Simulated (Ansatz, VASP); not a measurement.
## Na2S in VASP and in Ansatz

```
Na S
1.0
     0.00000    3.25543    3.25543
     3.25543    0.00000    3.25543
     3.25543    3.25543    0.00000
Na S
2 1
Direct
  0.25000 0.25000 0.25000
  0.75000 0.75000 0.75000
  0.00000 0.00000 0.00000
```

Alike in both runs: task single point; functional PBEsol; k mesh 6 × 6 × 6; no spin polarisation.

|  | VASP | Ansatz |
| --- | --- | --- |
| version | VASP 6.6.1 | Ansatz 0.2.0 |
| potentials or method | VASP PAW PBE potentials, release 64 (Na_pv, S) | plane waves |
| plane-wave cutoff (eV) | 500 | 420 |
| occupations | gaussian, width 0.01 eV | fixed |
| valence electrons in the cell | 20 | 24 |

|  | VASP | Ansatz | Ansatz less VASP |
| --- | --- | --- | --- |
| gap on the k mesh at the Fermi level (eV) | 2.41 | 2.41 | +0.004 |
| pressure (GPa) | -0.1 | -0.1 | -0.04 |

VASP's potentials were made for PBE, not for PBEsol. VASP's potentials hold 20 valence electrons a cell and Ansatz's 24, so a difference there can come from the potentials and not from the codes.
